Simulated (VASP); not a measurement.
Wanted: the native input for a VASP 6.6.1 run.

```yaml
Task: single point
Functional: PBE
Potentials_or_basis: VASP PAW PBE potentials, release 64 (Ga_d, B)
Cutoff: 520 eV
k_mesh: 10 × 10 × 8
Occupations: fermi-dirac, width 0.05 eV
Spin: no spin polarisation
Dipole_correction: no
Further_INCAR_settings: ALGO = Normal; EDIFF = 1e-06; NBANDS = 15
```

The structure of GaB lies in POSCAR:

```
GaB
1.0
    2.7252348355      0.0000000000      0.0000000000
    0.0000000000      2.7252348355      0.0000000000
    0.0000000000      0.0000000000      3.2192830013
Ga B
1 1
Direct
    0.5000000000      0.5000000000      0.5000000000
    0.0000000000      0.0000000000      0.0000000000
```

The input as run:

INCAR

```
  ALGO = Normal
  EDIFF = 1E-6
  ENCUT = 520
  GGA = PE
  ISIF = 2
  ISMEAR = -1
  LASPH = T
  LCHARG = T
  LELF = T
  LREAL = F
  LVHAR = T
  LWAVE = F
  NBANDS = 15
  NELM = 80
  PREC = Accurate
  SIGMA = 0.05
```

KPOINTS

```
k-points
0
Gamma
  10 10 8
```

Potentials or basis: VASP PAW PBE potentials, release 64 (Ga_d, B).

The run is started by

```bash
$ cat potpaw_PBE.64/Ga_d/POTCAR potpaw_PBE.64/B/POTCAR > POTCAR
$ mpirun -np 1 vasp_std > vasp.out
```

Results of the run:

- Pressure: 0.1 GPa
- Band gap on the k mesh: zero (bands 8 and 9 overlap by 8.49 eV)

Wall time 26 s on 1 thread of Intel Xeon 8259CL (shared host), peak memory 0.16 GiB.
